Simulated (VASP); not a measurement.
# KMgF3 (Pm-3m) in VASP: vibrations by perturbation theory with PBEsol

Aim: the vibrations by perturbation theory of KMgF3 with PBEsol.

All numbers are computed with VASP 6.6.1; they aren't measurements. Logs are shortened: lines on timing, memory, paths and dates and some standing lists are left out, and cuts for length are marked.

### 1 The cell of the first run

Symmetry: Pm-3m, No. 221, cubic system. Conventional cell: a = 4.006 Å, b = 4.006 Å, c = 4.006 Å, α = 90.00°, β = 90.00°, γ = 90.00°. K (site symmetry m-3m) has 12 F at 2.83 Å and 8 Mg at 3.47 Å within 3.7 Å. Within 2.7 Å of Mg (site symmetry m-3m) lie 6 F at 2.00 Å. F (site symmetry 4/mmm) has 2 Mg at 2.00 Å within 2.7 Å.

### 2 Vibrations by perturbation theory, PBEsol

INCAR

```
SYSTEM = KMgF3
PREC = Accurate ; ENCUT = 520
EDIFF = 1E-8 ; ISMEAR = 0
SIGMA = 0.01 ; LREAL = .False.
LASPH = .True. ; NELM = 80
ALGO = Normal ; ISIF = 2
LWAVE = .False. ; LCHARG = .False.
GGA = PS ; NBANDS = 24
IBRION = 8 ; NSW = 1
LEPSILON = .True.
```

KPOINTS

```
regular mesh
0
Gamma
  4 4 4
  0 0 0
```

POSCAR

```
KMgF3
1.0
    4.0060000000      0.0000000000      0.0000000000
    0.0000000000      4.0060000000      0.0000000000
    0.0000000000      0.0000000000      4.0060000000
K Mg F
1 1 3
Direct
    0.5000000000      0.5000000000      0.5000000000
    0.0000000000      0.0000000000      0.0000000000
    0.5000000000      0.0000000000      0.0000000000
    0.0000000000      0.5000000000      0.0000000000
    0.0000000000      0.0000000000      0.5000000000
```

Potentials or basis: VASP PAW PBE potentials, release 64 (K_sv, Mg, F).

Command:

```bash
$ cat potpaw_PBE.64/K_sv/POTCAR potpaw_PBE.64/Mg/POTCAR potpaw_PBE.64/F/POTCAR > POTCAR
$ mpirun -np 1 vasp_std > vasp.out
```

OUTCAR:

```text
SYSTEM = KMgF3
   PREC = Accurate
   ENCUT = 520
   EDIFF = 1E-8
   ISMEAR = 0
   LREAL = .False.
   LASPH = .True.
   NELM = 80
   ISIF = 2
   GGA = PS
   IBRION = 8
   NSW = 1
   LEPSILON = .True.

 ion  position               nearest neighbor table
   1  0.500  0.500  0.500-   3 2.83   4 2.83   5 2.83   3 2.83   4 2.83   3 2.83   5 2.83   3 2.83
                             4 2.83   5 2.83   4 2.83   5 2.83   2 3.47   2 3.47   2 3.47   2 3.47
   2  0.000  0.000  0.000-   3 2.00   4 2.00   5 2.00   5 2.00   4 2.00   3 2.00   1 3.47   1 3.47
                             1 3.47   1 3.47   1 3.47   1 3.47   1 3.47   1 3.47
   3  0.500  0.000  0.000-   2 2.00   2 2.00   1 2.83   1 2.83   1 2.83   1 2.83
   4  0.000  0.500  0.000-   2 2.00   2 2.00   1 2.83   1 2.83   1 2.83   1 2.83
   5  0.000  0.000  0.500-   2 2.00   2 2.00   1 2.83   1 2.83   1 2.83   1 2.83

  LATTYP: Found a simple cubic cell.
 ALAT       =     4.0060000000

  Lattice vectors:

 A1 = (   4.0060000000,   0.0000000000,   0.0000000000)
 A2 = (   0.0000000000,   4.0060000000,   0.0000000000)
 A3 = (   0.0000000000,   0.0000000000,   4.0060000000)

Analysis of symmetry for initial positions (statically):
=====================================================================
 Subroutine PRICEL returns:
 Original cell was already a primitive cell.

 Routine SETGRP: Setting up the symmetry group for a
 simple cubic supercell.

 Subroutine GETGRP returns: Found 48 space group operations
 (whereof 48 operations were pure point group operations)
 out of a pool of 48 trial point group operations.

The static configuration has the point symmetry O_h .

Analysis of symmetry for dynamics (positions and initial velocities):
=====================================================================
 Subroutine PRICEL returns:
 Original cell was already a primitive cell.

 Routine SETGRP: Setting up the symmetry group for a
 simple cubic supercell.

 Subroutine GETGRP returns: Found 48 space group operations
 (whereof 48 operations were pure point group operations)
 out of a pool of 48 trial point group operations.

The dynamic configuration has the point symmetry O_h .

 Subroutine INISYM returns: Found 48 space group operations
 (whereof 48 operations are pure point group operations),
 and found     1 'primitive' translations

----------------------------------------------------------------------------------------

                                     Primitive cell

  volume of cell :      64.2884

  direct lattice vectors                    reciprocal lattice vectors
     4.006000000  0.000000000  0.000000000     0.249625562  0.000000000  0.000000000
     0.000000000  4.006000000  0.000000000     0.000000000  0.249625562  0.000000000
     0.000000000  0.000000000  4.006000000     0.000000000  0.000000000  0.249625562

  length of vectors
     4.006000000  4.006000000  4.006000000     0.249625562  0.249625562  0.249625562

  position of ions in fractional coordinates (direct lattice)
     0.500000000  0.500000000  0.500000000
     0.000000000  0.000000000  0.000000000
     0.500000000  0.000000000  0.000000000
     0.000000000  0.500000000  0.000000000
     0.000000000  0.000000000  0.500000000

  ion indices of the primitive-cell ions
   primitive index   ion index
                 1           1
                 2           2
                 3           3
                 4           4
                 5           5

----------------------------------------------------------------------------------------

[... 433 lines left out ...]
     0.00038  0.00000  0.00000           (  0.00000  0.00000  0.00000)
     0.00000  0.00038  0.00000           (  0.00000  0.00000  0.00000)
     0.00000 -0.00000 -0.00108           (  0.00000  0.00000 -0.00002)

 PIEZOELECTRIC TENSOR FIELD DIRECTION 3  (C/m^2)
 -----------------------------------------------------------------------------
     0.00009  0.00000  0.00000
     0.00000  0.00009  0.00000
     0.00000 -0.00000 -0.00027

[... ionic steps 4 to 9 ...]

--------------------------------------- Ionic step       10  -------------------------------------------

------------------------ aborting loop because EDIFF is reached ----------------------------------------

--------------------------------------- Ionic step       11  -------------------------------------------

 Free energy of the ion-electron system (eV)
  ---------------------------------------------------
  ---------------------------------------------------
  free energy    TOTEN  =        -0.53485523 eV

  energy without entropy =       -0.53485523

------------------------ aborting loop because EDIFF is reached ----------------------------------------

 INTERNAL STRAIN TENSOR  FOR ION    3  DIRECTION 2   (eV/Angst):
 -----------------------------------------------------------------------------
    -0.00239  0.00000  0.00000
     0.00000 -0.00077  0.00000
     0.00000  0.00000  0.00341

 MACROSCOPIC STATIC DIELECTRIC TENSOR (including local field effects in DFT)
 ------------------------------------------------------
           2.089949     0.000000    -0.000000
           0.000000     2.089949    -0.000000
           0.000000     0.000000     2.089949
 ------------------------------------------------------

 PIEZOELECTRIC TENSOR (including local field effects)  for field in x, y, z        (e  Angst)
          XX          YY          ZZ          XY          YZ          ZX
  --------------------------------------------------------------------------------
  x     0.00000     0.00000     0.00000     0.00000     0.00000     0.00000
  y     0.00000     0.00000     0.00000     0.00000     0.00000     0.00000
  z     0.00000     0.00000     0.00000     0.00000     0.00000     0.00000

 PIEZOELECTRIC TENSOR (including local field effects)  for field in x, y, z        (C/m^2)
          XX          YY          ZZ          XY          YZ          ZX
  --------------------------------------------------------------------------------
  x     0.00000     0.00000     0.00000     0.00000     0.00000     0.00000
  y     0.00000     0.00000     0.00000     0.00000     0.00000     0.00000
  z     0.00000     0.00000     0.00000     0.00000     0.00000     0.00000

 BORN EFFECTIVE CHARGES (including local field effects) (in |e|, cummulative output)
 ---------------------------------------------------------------------------------
 ion    1
    1     1.18436     0.00000     0.00000
    2     0.00000     1.18436    -0.00000
    3    -0.00000     0.00000     1.18436
 ion    2
    1     1.99766     0.00000    -0.00000
    2     0.00000     1.99766    -0.00000
    3     0.00000     0.00000     1.99766
 ion    3
    1    -1.25728     0.00000     0.00000
    2     0.00000    -0.96237    -0.00000
    3     0.00000    -0.00000    -0.96237
 ion    4
    1    -0.96237     0.00000     0.00000
    2     0.00000    -1.25728     0.00000
    3     0.00000     0.00000    -0.96237
 ion    5
    1    -0.96237     0.00000     0.00000
    2     0.00000    -0.96237     0.00000
    3    -0.00000    -0.00000    -1.25728

 INTERNAL STRAIN TENSOR FOR ION    5 for displacements in x,y,z  (eV/Angst):
          X           Y           Z          XY          YZ          ZX
  --------------------------------------------------------------------------------
  x     0.00000     0.00000     0.00000     0.00000     0.00000     0.00000
  y     0.00000     0.00000     0.00000     0.00000     0.00000     0.00000
  z     0.00000     0.00000     0.00000     0.00000     0.00000     0.00000

 SECOND DERIVATIVES (NOT SYMMETRIZED)
 ------------------------------------
               1X          1Y          1Z          2X          2Y          2Z          3X          3Y          3Z          4X          4Y          4Z          5X          5Y          5Z
  1X    -2.025090    0.000000   -0.000000    1.166939   -0.000000    0.000000    0.419936   -0.000000    0.000000    0.219107   -0.000000   -0.000000    0.219107    0.000000    0.000000
  1Y     0.000000   -2.025090    0.000000   -0.000000    1.166939    0.000000    0.000000    0.219107   -0.000000   -0.000000    0.419936    0.000000    0.000000    0.219107   -0.000000
  1Z    -0.000000   -0.000000   -2.025090    0.000000    0.000000    1.166939    0.000000   -0.000000    0.219107    0.000000    0.000000    0.219107    0.000000    0.000000    0.419936
  2X     1.167503   -0.000000    0.000000   -8.753188   -0.000000    0.000000    5.783238   -0.000000    0.000000    0.901224   -0.000000    0.000000    0.901224    0.000000    0.000000
  2Y    -0.000000    1.167503    0.000000   -0.000000   -8.753188   -0.000000   -0.000000    0.901224    0.000000   -0.000000    5.783238    0.000000    0.000000    0.901224   -0.000000
  2Z     0.000000    0.000000    1.167503   -0.000000   -0.000000   -8.753188   -0.000000    0.000000    0.901224    0.000000   -0.000000    0.901224    0.000000    0.000000    5.783238
  3X     0.411554    0.000000    0.000000    5.774409   -0.000000   -0.000000  -10.162444   -0.000000    0.000000    1.988241    0.000000   -0.000000    1.988241    0.000000    0.000000
  3Y     0.000000    0.213027    0.000000    0.000000    0.894757    0.000000    0.000000   -2.683340    0.000000    0.000000    1.992916    0.000000    0.000000   -0.417359    0.000000
  3Z     0.000000    0.000000    0.213027    0.000000    0.000000    0.894757    0.000000    0.000000   -2.683340    0.000000    0.000000   -0.417359    0.000000    0.000000    1.992916
  4X     0.213027    0.000000    0.000000    0.894757    0.000000    0.000000    1.992916    0.000000    0.000000   -2.683340    0.000000    0.000000   -0.417359    0.000000    0.000000
  4Y    -0.000000    0.411554    0.000000   -0.000000    5.774409   -0.000000    0.000000    1.988241   -0.000000   -0.000000  -10.162444    0.000000   -0.000000    1.988241    0.000000
  4Z     0.000000    0.000000    0.213027    0.000000    0.000000    0.894757    0.000000    0.000000   -0.417359    0.000000    0.000000   -2.683340    0.000000    0.000000    1.992916
  5X     0.213027    0.000000    0.000000    0.894757    0.000000    0.000000    1.992916    0.000000    0.000000   -0.417359    0.000000    0.000000   -2.683340    0.000000    0.000000
  5Y     0.000000    0.213027    0.000000    0.000000    0.894757    0.000000    0.000000   -0.417359    0.000000    0.000000    1.992916    0.000000    0.000000   -2.683340    0.000000
  5Z     0.000000   -0.000000    0.411554   -0.000000    0.000000    5.774409   -0.000000   -0.000000    1.988241   -0.000000    0.000000    1.988241   -0.000000   -0.000000  -10.162444

 Eigenvectors and eigenvalues of the dynamical matrix
 ----------------------------------------------------

   1 f  =   13.481482 THz    84.706650 2PiTHz  449.693837 cm-1    55.754905 meV
             X         Y         Z           dx          dy          dz
      2.003000  2.003000  2.003000    -0.000000   -0.000000    0.014647
      0.000000  0.000000  0.000000     0.000000    0.000000   -0.552337
      2.003000  0.000000  0.000000    -0.000000    0.000000   -0.108327
      0.000000  2.003000  0.000000     0.000000   -0.000000   -0.108327
      0.000000  0.000000  2.003000     0.000000    0.000000    0.819292
[... 105 lines left out ...]
  15 f/i=    0.013173 THz     0.082768 2PiTHz    0.439400 cm-1     0.054479 meV
             X         Y         Z           dx          dy          dz
      2.003000  2.003000  2.003000     0.050388   -0.565446    0.005100
      0.000000  0.000000  0.000000     0.039889   -0.447630    0.004037
      2.003000  0.000000  0.000000     0.035338   -0.396661    0.003577
      0.000000  2.003000  0.000000     0.035347   -0.396561    0.003577
      0.000000  0.000000  2.003000     0.035347   -0.396661    0.003576

--------------------------------------------------------------------------------------------------------

 MACROSCOPIC STATIC DIELECTRIC TENSOR IONIC CONTRIBUTION
 ------------------------------------------------------
           4.957611    -0.000000     0.000000
          -0.000000     4.957611     0.000000
           0.000000     0.000000     4.957611
 ------------------------------------------------------

 ELASTIC MODULI CONTR FROM IONIC RELAXATION (kBar)
 Direction    XX          YY          ZZ          XY          YZ          ZX
 --------------------------------------------------------------------------------
 XX           0.0000      0.0000      0.0000      0.0000      0.0000      0.0000
 YY           0.0000      0.0000      0.0000      0.0000      0.0000      0.0000
 ZZ           0.0000      0.0000      0.0000      0.0000      0.0000      0.0000
 XY           0.0000      0.0000      0.0000      0.0000      0.0000      0.0000
 YZ           0.0000      0.0000      0.0000      0.0000      0.0000      0.0000
 ZX           0.0000      0.0000      0.0000      0.0000      0.0000      0.0000
 --------------------------------------------------------------------------------

 PIEZOELECTRIC TENSOR IONIC CONTR  for field in x, y, z        (C/m^2)
          XX          YY          ZZ          XY          YZ          ZX
  --------------------------------------------------------------------------------
  x     0.00000     0.00000     0.00000     0.00000     0.00000     0.00000
  y     0.00000     0.00000     0.00000     0.00000     0.00000     0.00000
  z     0.00000     0.00000     0.00000     0.00000     0.00000     0.00000
```

It took 4.9 min on 1 thread of Oxide Virtual Turin-like, shared host; peak memory 0.26 GiB.

Results:

| Quantity | Value |
| --- | --- |
| Electronic dielectric tensor (diagonal) | 2.09 |
| Born charges (mean of the diagonal) | K +1.18; Mg +2.00; F -1.06 e |
| Highest phonon frequency at Γ, LO-TO splitting left out | 450 cm⁻¹ |

Phonon frequencies in cm⁻¹ (negative: imaginary):
```csv
q point,frequencies
"(0.000, 0.000, 0.000)",0 0 0 141 141 141 180 180 180 282 282 282 450 450 450
```

Electronic dielectric tensor:
```
2.09 0.00 0.00
0.00 2.09 0.00
0.00 0.00 2.09
```

Born effective charge tensors (e):
atom 1, K
```
1.18 0.00 0.00
0.00 1.18 0.00
0.00 0.00 1.18
```
atom 2, Mg
```
2.00 0.00 0.00
0.00 2.00 0.00
0.00 0.00 2.00
```
atom 3, F
```
-1.26  0.00  0.00
 0.00 -0.96  0.00
 0.00  0.00 -0.96
```
atom 4, F
```
-0.96  0.00  0.00
 0.00 -1.26  0.00
 0.00  0.00 -0.96
```
atom 5, F
```
-0.96  0.00  0.00
 0.00 -0.96  0.00
 0.00  0.00 -1.26
```

Caveat: the k points lie up to 0.39 Å⁻¹ apart; the cell stands under pressure or tension, which shifts response properties.
